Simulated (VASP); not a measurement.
Set up this calculation in VASP 6.6.1, as the native input.

```
Task                   : single point
Functional             : PBEsol
Potentials or basis    : VASP PAW PBE potentials, release 64 (Cd, In_d)
Cutoff                 : 520 eV
k mesh                 : 18 × 18 × 10
Occupations            : gaussian, width 0.15 eV
Spin                   : no spin polarisation
Dipole correction      : no
Further INCAR settings : ALGO = Fast; EDIFF = 1e-07; NBANDS = 20
```

The structure of CdIn lies in POSCAR:

```
CdIn
1.0
    3.0279755530      0.0000000000      0.0000000000
   -1.5139877765      2.6223037509      0.0000000000
    0.0000000000      0.0000000000      5.9639006491
Cd In
1 1
Direct
    0.0000000000      0.0000000000      0.5000000000
    0.6666666667      0.3333333333      0.0000000000
```

This cell differs from its parent crystal: volume 23.677 Å^3 an atom, c/a of the conventional cell 1.9696.

One way to write it, as run:

INCAR

```
SYSTEM = CdIn
PREC = Accurate
ENCUT = 520
EDIFF = 1E-7
ISMEAR = 0
SIGMA = 0.15
LREAL = .FALSE.
LASPH = .TRUE.
NELM = 100
ALGO = Fast
ISIF = 2
LWAVE = .FALSE.
LCHARG = .TRUE.
GGA = PS
LELF = .TRUE.
LVHAR = .TRUE.
NBANDS = 20
```

KPOINTS

```
Automatic mesh
0
G
  18 18 10
  0 0 0
```

Potentials or basis: VASP PAW PBE potentials, release 64 (Cd, In_d).

Command:

```sh
$ cat potpaw_PBE.64/Cd/POTCAR potpaw_PBE.64/In_d/POTCAR > POTCAR
$ mpirun -np 1 vasp_std > vasp.out
```

Results of the run:

The pressure is 0.8 GPa.

Caveat: the PAW data sets were made with another functional, which shifts forces and pressure a little.

Run time: 2.3 min on 1 thread of AMD EPYC 9R45 96-Core Processor (Zen 5) (shared host), peak memory 0.31 GiB.
